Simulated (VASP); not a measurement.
Set up this calculation in VASP 6.6.1, as the native input.

```
Task                   : single point
Functional             : PBE
Potentials or basis    : VASP PAW PBE potentials, release 64 (Ga_d, Sb)
Cutoff                 : 500 eV
k mesh                 : 8 × 8 × 8
Occupations            : fermi-dirac, width 0.02 eV
Spin                   : no spin polarisation
Dipole correction      : no
Further INCAR settings : ALGO = Normal; EDIFF = 1e-06; NBANDS = 16
```

The structure of GaSb lies in POSCAR:

```
GaSb
1.0
    0.0000000000      3.0511625820      3.0658788003
    3.0511625820      0.0000000000      3.0658788003
    3.0511625820      3.0511625820      0.0000000000
Ga Sb
1 1
Direct
    0.0000000000      0.0000000000      0.0000000000
    0.2500000000      0.2500000000      0.2500000000
```

This cell differs from its parent crystal: biaxial xy strain -0.5%.

These files were run (other wordings do the same):

INCAR

```
SYSTEM = GaSb
PREC = Accurate
ENCUT = 500
EDIFF = 1E-6
ISMEAR = -1
SIGMA = 0.02
LREAL = .FALSE.
LASPH = .TRUE.
NELM = 120
ALGO = Normal
ISIF = 2
LWAVE = .FALSE.
LCHARG = .FALSE.
GGA = PE
NBANDS = 16
GGA_COMPAT = .FALSE.
```

KPOINTS

```
regular mesh
0
G
  8 8 8
  0 0 0
```

Potentials or basis: VASP PAW PBE potentials, release 64 (Ga_d, Sb).

Run with:

```console
$ cat potpaw_PBE.64/Ga_d/POTCAR potpaw_PBE.64/Sb/POTCAR > POTCAR
$ mpirun -np 1 vasp_std > vasp.out
```

It gave:

```yaml
Pressure: 2.5 GPa
Band_gap_on_the_k_mesh: 0.05 eV, direct
```

Caveat: the cell differs from its parent crystal (biaxial xy strain -0.5%); spin-orbit coupling is left out, which moves the levels of the heavy elements.

Run time: 58 s on 1 thread of Intel Xeon 8259CL (shared host), peak memory 0.21 GiB.
